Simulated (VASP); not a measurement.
Runs of VASP 6.6.1 on ScPt. The structure is that of space group Pm-3m (No. 221), or close to it. The cells are those of the table. 

| cell | gap on the mesh (eV) | pressure (GPa) |
| --- | --- | --- |
| a = 3.292 Å, 2 atoms | none | -7.0 |
| a = 3.226 Å, 2 atoms | none | 2.0 |
| a = 3.248 Å, 2 atoms | none | -1.3 |
| a = 3.203 Å, 2 atoms | none | (a) |
| a = 3.313 Å, 2 atoms | none | -9.4 |
| a = 3.270 Å, 2 atoms | none | -4.3 |
| a = 3.334 Å, 2 atoms | none | (b) |

Alike in all rows: task single point; level LDA; potentials or basis VASP PAW LDA potentials, release 64 (Sc_sv, Pt); no spin polarisation; k mesh 7 × 7 × 7; cutoff (eV) 500; smearing methfessel-paxton 0.1 eV.

Question: Fill in the values left out.

Answer: (a) 5.6; (b) -11.5.

Caveats: spin-orbit coupling is left out, which moves the levels of the heavy elements.

A k mesh can miss the band edges, and the runs leave out spin-orbit coupling on Pt.

A gap of «none» marks levels without a gap at the run's occupations.
